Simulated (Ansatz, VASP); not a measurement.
SnO2 in VASP and in Ansatz

```
Sn O
1.0
    -3.20783   -1.85204    4.08138
     3.20783   -1.85204    4.08138
     0.00000    3.70408    4.08138
Sn O
4 8
Direct
  0.50000 0.50000 0.50000
  0.00000 0.00000 0.50000
  0.00000 0.50000 0.00000
  0.50000 0.00000 0.00000
  0.25881 0.25881 0.25881
  0.74519 0.74519 0.24519
  0.74519 0.24519 0.74519
  0.24519 0.74519 0.74519
  0.75481 0.75481 0.75481
  0.25481 0.25481 0.75481
  0.25481 0.75481 0.25481
  0.75481 0.25481 0.25481
```

Alike in both runs: task single point; functional LDA; k mesh 6 × 6 × 6; occupations gaussian, width 0.05 eV; no spin polarisation.

```csv
,VASP,Ansatz
version,VASP 6.6.1,Ansatz 0.2.0
potentials or method,"VASP PAW LDA potentials, release 64 (Sn_d, O), cutoff 520 eV","scalar-relativistic, plane waves, PAW"
valence electrons in the cell,104,104
```

Ansatz gave:

```
gap on the k mesh at the Fermi level (eV)                     : 1.36
least direct gap on the mesh (eV)                             : 1.36
pressure (GPa)                                                : -1.6
traceless stress, the component that is largest in VASP (GPa) : -0.66
rms of the force components (eV/Å)                            : 0.363
```

Task: Estimate VASP's values.

Result: gap on the k mesh at the Fermi level (eV): 1.37; least direct gap on the mesh (eV): 1.37; pressure (GPa): -0.7; traceless stress, the component that is largest in VASP (GPa): -1.32; rms of the force components (eV/Å): 0.353.

LDA's correlation is that of Perdew and Zunger in VASP and of Perdew and Wang (1992) in Ansatz. Atom by atom the forces differ by 0.030 eV/Å (rms over components).
